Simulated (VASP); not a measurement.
# LiH (Fm-3m) in VASP: a series of runs

The runs below take LiH through vibrations by perturbation theory, with LDA.

Program: VASP 6.6.1. These are calculated values, not measurements. Logs are shortened: lines on timing, memory, paths and dates and some standing lists are left out, and cuts for length are marked.

## Step 1: The cell of the first run

Symmetry: Fm-3m, No. 225, cubic system. Conventional cell: a = 3.909 Å, b = 3.909 Å, c = 3.909 Å, α = 90.00°, β = 90.00°, γ = 90.00°. Within 2.6 Å of Li (site symmetry m-3m) lie 6 H at 1.95 Å. Within 2.6 Å of H (site symmetry m-3m) lie 6 Li at 1.95 Å.

## Step 2: Vibrations by perturbation theory, LDA

Input file INCAR:

```
SYSTEM = LiH
PREC = Accurate ; ENCUT = 520
EDIFF = 1E-8 ; ISMEAR = 0
SIGMA = 0.01 ; LREAL = .FALSE.
LASPH = .TRUE. ; NELM = 100
ALGO = Normal ; ISIF = 2
LWAVE = .FALSE. ; LCHARG = .FALSE.
NBANDS = 9 ; IBRION = 8
NSW = 1
```

Input file KPOINTS:

```
Automatic mesh
0
G
  10 10 10
  0 0 0
```

Input file POSCAR:

```
LiH
1.0
    0.0000000000      1.9544507227      1.9544507227
    1.9544507227      0.0000000000      1.9544507227
    1.9544507227      1.9544507227      0.0000000000
Li H
1 1
Direct
    0.0000000000      0.0000000000      0.0000000000
    0.5000000000      0.5000000000      0.5000000000
```

Potentials or basis: VASP PAW LDA potentials, release 64 (Li_sv, H).

Launch:

```bash
$ cat potpaw_LDA.64/Li_sv/POTCAR potpaw_LDA.64/H/POTCAR > POTCAR
$ mpirun -np 1 vasp_std > vasp.out
```

OUTCAR:

```text
SYSTEM = LiH
   PREC = Accurate
   ENCUT = 520
   EDIFF = 1E-8
   ISMEAR = 0
   LREAL = .FALSE.
   LASPH = .TRUE.
   NELM = 100
   ISIF = 2
   IBRION = 8
   NSW = 1

 ion  position               nearest neighbor table
   1  0.000  0.000  0.000-
   2  0.500  0.500  0.500-

  LATTYP: Found a face centered cubic cell.
 ALAT       =     3.9089014454

  Lattice vectors:

 A1 = (   0.0000000000,   1.9544507227,   1.9544507227)
 A2 = (   1.9544507227,   0.0000000000,   1.9544507227)
 A3 = (   1.9544507227,   1.9544507227,   0.0000000000)

Analysis of symmetry for initial positions (statically):
=====================================================================
 Subroutine PRICEL returns:
 Original cell was already a primitive cell.

 Routine SETGRP: Setting up the symmetry group for a
 face centered cubic supercell.

 Subroutine GETGRP returns: Found 48 space group operations
 (whereof 48 operations were pure point group operations)
 out of a pool of 48 trial point group operations.

The static configuration has the point symmetry O_h .

Analysis of symmetry for dynamics (positions and initial velocities):
=====================================================================
 Subroutine PRICEL returns:
 Original cell was already a primitive cell.

 Routine SETGRP: Setting up the symmetry group for a
 face centered cubic supercell.

 Subroutine GETGRP returns: Found 48 space group operations
 (whereof 48 operations were pure point group operations)
 out of a pool of 48 trial point group operations.

The dynamic configuration has the point symmetry O_h .

 Subroutine INISYM returns: Found 48 space group operations
 (whereof 48 operations are pure point group operations),
 and found     1 'primitive' translations

----------------------------------------------------------------------------------------

                                     Primitive cell

  volume of cell :      14.9315

[... 444 lines left out ...]
  external PRESSURE =      -2.2969285 kB  Pullay stress =       0.0000000 kB

 VOLUME and BASIS-vectors are now :
 -----------------------------------------------------------------------------
  energy-cutoff  :      520.00
  volume of cell :       14.93
      direct lattice vectors                 reciprocal lattice vectors
     0.000000000  1.954450723  1.954450723    -0.255826353  0.255826353  0.255826353
     1.954450723  0.000000000  1.954450723     0.255826353 -0.255826353  0.255826353
     1.954450723  1.954450723  0.000000000     0.255826353  0.255826353 -0.255826353

 POSITION                                       TOTAL-FORCE (eV/Angst)
 -----------------------------------------------------------------------------------
      0.00000      0.00000      0.00000         0.000000     -0.000000      0.000000
      1.95445      1.95445      1.95445         0.000000      0.000000      0.000000
 -----------------------------------------------------------------------------------
    total drift:                                0.000000     -0.000000     -0.000000

  FREE ENERGIE OF THE ION-ELECTRON SYSTEM (eV)
  ---------------------------------------------------
  free  energy   TOTEN  =        -6.4962841821 eV

  energy  without entropy=       -6.4962841821  energy(sigma->0) =       -6.49628418

[... ionic steps 2 to 3 ...]

--------------------------------------- Ionic step        4  -------------------------------------------

------------------------ aborting loop because EDIFF is reached ----------------------------------------

[... ionic steps 5 to 6 ...]

--------------------------------------- Ionic step        7  -------------------------------------------

 Free energy of the ion-electron system (eV)
  ---------------------------------------------------
  ---------------------------------------------------
  free energy    TOTEN  =        -0.01724020 eV

  energy without entropy =       -0.01724020

------------------------ aborting loop because EDIFF is reached ----------------------------------------

 INTERNAL STRAIN TENSOR  FOR ION    2  DIRECTION 1   (eV/Angst):
 -----------------------------------------------------------------------------
     0.00141 -0.00000 -0.00000
     0.00000 -0.00391 -0.00000
    -0.00000 -0.00000 -0.00391

 INTERNAL STRAIN TENSOR FOR ION    2 for displacements in x,y,z  (eV/Angst):
          X           Y           Z          XY          YZ          ZX
  --------------------------------------------------------------------------------
  x     0.00000     0.00000     0.00000     0.00000     0.00000     0.00000
  y     0.00000     0.00000     0.00000     0.00000     0.00000     0.00000
  z     0.00000     0.00000     0.00000     0.00000     0.00000     0.00000

 SECOND DERIVATIVES (NOT SYMMETRIZED)
 ------------------------------------
               1X          1Y          1Z          2X          2Y          2Z
  1X    -1.360166    0.000000    0.000000    1.360166    0.000000    0.000000
  1Y     0.000000   -1.360166    0.000000    0.000000    1.360166    0.000000
  1Z     0.000000    0.000000   -1.360166    0.000000    0.000000    1.360166
  2X     1.360779    0.000000    0.000000   -1.360779    0.000000    0.000000
  2Y     0.000000    1.360779    0.000000    0.000000   -1.360779    0.000000
  2Z     0.000000    0.000000    1.360779    0.000000    0.000000   -1.360779

 Eigenvectors and eigenvalues of the dynamical matrix
 ----------------------------------------------------

   1 f  =   19.493490 THz   122.481208 2PiTHz  650.232823 cm-1    80.618559 meV
             X         Y         Z           dx          dy          dz
      0.000000  0.000000  0.000000     0.333857    0.115475    0.000000
      1.954451  1.954451  1.954451    -0.884132   -0.305805    0.000000
[... 21 lines left out ...]
   6 f/i=    0.001451 THz     0.009119 2PiTHz    0.048412 cm-1     0.006002 meV
             X         Y         Z           dx          dy          dz
      0.000000  0.000000  0.000000    -0.005681    0.048037   -0.934273
      1.954451  1.954451  1.954451    -0.002145    0.018139   -0.352790

--------------------------------------------------------------------------------------------------------

 ELASTIC MODULI CONTR FROM IONIC RELAXATION (kBar)
 Direction    XX          YY          ZZ          XY          YZ          ZX
 --------------------------------------------------------------------------------
 XX           0.0000      0.0000      0.0000      0.0000      0.0000      0.0000
 YY           0.0000      0.0000      0.0000      0.0000      0.0000      0.0000
 ZZ           0.0000      0.0000      0.0000      0.0000      0.0000      0.0000
 XY           0.0000      0.0000      0.0000      0.0000      0.0000      0.0000
 YZ           0.0000      0.0000      0.0000      0.0000      0.0000      0.0000
 ZX           0.0000      0.0000      0.0000      0.0000      0.0000      0.0000
 --------------------------------------------------------------------------------
```

stdout:

```text
POSCAR found type information on POSCAR LiH
 POSCAR found :  2 types and       2 ions
 scaLAPACK will be used
 LDA part: xc-table for (Slater(with rela. corr.)+CA(PZ))
 , standard interpolation
 POSCAR, INCAR and KPOINTS ok, starting setup
 FFT: planning ... GRIDC
 FFT: planning ... GRID_SOFT
 FFT: planning ... GRID
 WAVECAR not read
 entering main loop
 Linear response reoptimize wavefunctions to high precision
 Linear response DOF=           2
 Linear response progress:
 first order change of Fermi-energy  -0.67527E-03
 force on displaced ion       1 direction 1 :  -1.360   0.000   0.000
 Linear response progress:
 first order change of Fermi-energy   0.71444E-03
 force on displaced ion       2 direction 1 :  -1.361   0.000   0.000
 Linear response finished
```

Wall time 14 s (1 thread of Intel Xeon 6975P-C (Granite Rapids), shared host); peak memory 0.15 GiB.

Results:

```
Highest phonon frequency at Γ, LO-TO splitting left out : 650 cm⁻¹
```

Phonon frequencies in cm⁻¹ (negative: imaginary):
```tsv
q point	frequencies
(0.000, 0.000, 0.000)	0 0 0 650 650 650
```

Caveat: the cutoff is under 1.25 times the usual one of these potentials, so pressure, stress and relaxed cells hold a basis-set (Pulay) error.

## Step 3: Vibrations by perturbation theory, LDA

Input file INCAR:

```
PREC = Accurate ; ENCUT = 520
EDIFF = 1E-8 ; ISMEAR = 0
SIGMA = 0.01 ; LREAL = False
LASPH = True ; NELM = 60
ALGO = Normal ; ISIF = 2
LWAVE = False ; LCHARG = False
NBANDS = 9 ; IBRION = 8
NSW = 1 ; LEPSILON = True
```

Input file KPOINTS:

```
regular mesh
0
Gamma
  10 10 10
```

POSCAR is that of step 2.

Potentials or basis: VASP PAW LDA potentials, release 64 (Li_sv, H).

Launch:

```bash
$ cat potpaw_LDA.64/Li_sv/POTCAR potpaw_LDA.64/H/POTCAR > POTCAR
$ mpirun -np 1 vasp_std > vasp.out
```

OUTCAR:

```text
PREC = Accurate
   ENCUT = 520
   EDIFF = 1E-8
   ISMEAR = 0
   LREAL = False
   LASPH = True
   NELM = 60
   ISIF = 2
   IBRION = 8
   NSW = 1
   LEPSILON = True

 ion  position               nearest neighbor table
   1  0.000  0.000  0.000-
   2  0.500  0.500  0.500-

  LATTYP: Found a face centered cubic cell.
 ALAT       =     3.9089014454

  Lattice vectors:

 A1 = (   0.0000000000,   1.9544507227,   1.9544507227)
 A2 = (   1.9544507227,   0.0000000000,   1.9544507227)
 A3 = (   1.9544507227,   1.9544507227,   0.0000000000)

Analysis of symmetry for initial positions (statically):
=====================================================================
 Subroutine PRICEL returns:
 Original cell was already a primitive cell.

 Routine SETGRP: Setting up the symmetry group for a
 face centered cubic supercell.

 Subroutine GETGRP returns: Found 48 space group operations
 (whereof 48 operations were pure point group operations)
 out of a pool of 48 trial point group operations.

The static configuration has the point symmetry O_h .

Analysis of symmetry for dynamics (positions and initial velocities):
=====================================================================
 Subroutine PRICEL returns:
 Original cell was already a primitive cell.

 Routine SETGRP: Setting up the symmetry group for a
 face centered cubic supercell.

[... 545 lines left out ...]
  z     0.00000     0.00000     0.00000     0.00000     0.00000     0.00000

 PIEZOELECTRIC TENSOR (including local field effects)  for field in x, y, z        (C/m^2)
          XX          YY          ZZ          XY          YZ          ZX
  --------------------------------------------------------------------------------
  x     0.00000     0.00000     0.00000     0.00000     0.00000     0.00000
  y     0.00000     0.00000     0.00000     0.00000     0.00000     0.00000
  z     0.00000     0.00000     0.00000     0.00000     0.00000     0.00000

 BORN EFFECTIVE CHARGES (including local field effects) (in |e|, cummulative output)
 ---------------------------------------------------------------------------------
 ion    1
    1     1.02970     0.00000    -0.00000
    2     0.00000     1.02970    -0.00000
    3     0.00000     0.00000     1.02970
 ion    2
    1    -1.02970     0.00000     0.00000
    2    -0.00000    -1.02970     0.00000
    3     0.00000    -0.00000    -1.02970

 INTERNAL STRAIN TENSOR FOR ION    2 for displacements in x,y,z  (eV/Angst):
          X           Y           Z          XY          YZ          ZX
  --------------------------------------------------------------------------------
  x     0.00000     0.00000     0.00000     0.00000     0.00000     0.00000
  y     0.00000     0.00000     0.00000     0.00000     0.00000     0.00000
  z     0.00000     0.00000     0.00000     0.00000     0.00000     0.00000

 SECOND DERIVATIVES (NOT SYMMETRIZED)
 ------------------------------------
               1X          1Y          1Z          2X          2Y          2Z
  1X    -1.360168    0.000000    0.000000    1.360168    0.000000    0.000000
  1Y     0.000000   -1.360168    0.000000    0.000000    1.360168    0.000000
  1Z     0.000000    0.000000   -1.360168    0.000000    0.000000    1.360168
  2X     1.360780    0.000000    0.000000   -1.360780    0.000000    0.000000
  2Y     0.000000    1.360780    0.000000    0.000000   -1.360780    0.000000
  2Z     0.000000    0.000000    1.360780    0.000000    0.000000   -1.360780

 Eigenvectors and eigenvalues of the dynamical matrix
 ----------------------------------------------------

   1 f  =   19.493496 THz   122.481247 2PiTHz  650.233030 cm-1    80.618585 meV
             X         Y         Z           dx          dy          dz
      0.000000  0.000000  0.000000     0.000000    0.353263    0.000000
      1.954451  1.954451  1.954451     0.000000   -0.935524    0.000000
[... 21 lines left out ...]
   6 f/i=    0.001450 THz     0.009110 2PiTHz    0.048364 cm-1     0.005996 meV
             X         Y         Z           dx          dy          dz
      0.000000  0.000000  0.000000     0.000000    0.000000    0.935524
      1.954451  1.954451  1.954451     0.000000    0.000000    0.353263

--------------------------------------------------------------------------------------------------------

 MACROSCOPIC STATIC DIELECTRIC TENSOR IONIC CONTRIBUTION
 ------------------------------------------------------
           9.444751     0.000000    -0.000000
           0.000000     9.444751     0.000000
          -0.000000     0.000000     9.444751
 ------------------------------------------------------

 ELASTIC MODULI CONTR FROM IONIC RELAXATION (kBar)
 Direction    XX          YY          ZZ          XY          YZ          ZX
 --------------------------------------------------------------------------------
 XX           0.0000      0.0000      0.0000      0.0000      0.0000      0.0000
 YY           0.0000      0.0000      0.0000      0.0000      0.0000      0.0000
 ZZ           0.0000      0.0000      0.0000      0.0000      0.0000      0.0000
 XY           0.0000      0.0000      0.0000      0.0000      0.0000      0.0000
 YZ           0.0000      0.0000      0.0000      0.0000      0.0000      0.0000
 ZX           0.0000      0.0000      0.0000      0.0000      0.0000      0.0000
 --------------------------------------------------------------------------------

 PIEZOELECTRIC TENSOR IONIC CONTR  for field in x, y, z        (C/m^2)
          XX          YY          ZZ          XY          YZ          ZX
  --------------------------------------------------------------------------------
  x     0.00000     0.00000     0.00000     0.00000     0.00000     0.00000
  y     0.00000     0.00000     0.00000     0.00000     0.00000     0.00000
  z     0.00000     0.00000     0.00000     0.00000     0.00000     0.00000
```

OSZICAR:

```text
N       E                     dE             d eps       ncg     rms          rms(c)
DAV:   1    -0.249719501203E+01   -0.24972E+01   -0.14741E+03   862   0.405E+02
DAV:   2    -0.669491179551E+01   -0.41977E+01   -0.41780E+01  1213   0.540E+01
[... 178 lines left out ...]
RMM:   6    -0.172403491117E-01    0.31036E-05   -0.12802E-07  3966   0.142E-03    0.726E-05
RMM:   7    -0.172408753285E-01   -0.52622E-06   -0.71951E-09  4145   0.360E-04    0.492E-05
RMM:   8    -0.172402620893E-01    0.61324E-06   -0.90992E-10  4184   0.112E-04    0.409E-06
RMM:   9    -0.172402466789E-01    0.15410E-07   -0.32068E-09  4304   0.413E-05    0.279E-06
RMM:  10    -0.172401975514E-01    0.49128E-07   -0.21895E-08  4319   0.225E-05    0.265E-07
RMM:  11    -0.172402026895E-01   -0.51381E-08   -0.15780E-08  4001   0.165E-05    0.246E-07
 Linear response finished
```

Wall time 44 s (1 thread of Intel Xeon 6975P-C (Granite Rapids), shared host); peak memory 0.16 GiB.

What came out:

- Electronic dielectric tensor (diagonal): 5.07
- Born charges (mean of the diagonal): Li +1.03; H -1.03 e
- Highest phonon frequency at Γ, LO-TO splitting left out: 650 cm⁻¹

Phonon frequencies in cm⁻¹ (negative: imaginary):
```tsv
q point	frequencies
(0.000, 0.000, 0.000)	0 0 0 650 650 650
```

Electronic dielectric tensor:
```
5.07 0.00 0.00
0.00 5.07 0.00
0.00 0.00 5.07
```

Born effective charge tensors (e):
atom 1, Li
```
1.03 0.00 0.00
0.00 1.03 0.00
0.00 0.00 1.03
```
atom 2, H
```
-1.03  0.00  0.00
 0.00 -1.03  0.00
 0.00  0.00 -1.03
```

Caveat: the cutoff is under 1.25 times the usual one of these potentials, so pressure, stress and relaxed cells hold a basis-set (Pulay) error.

[end of part 1 of 2]
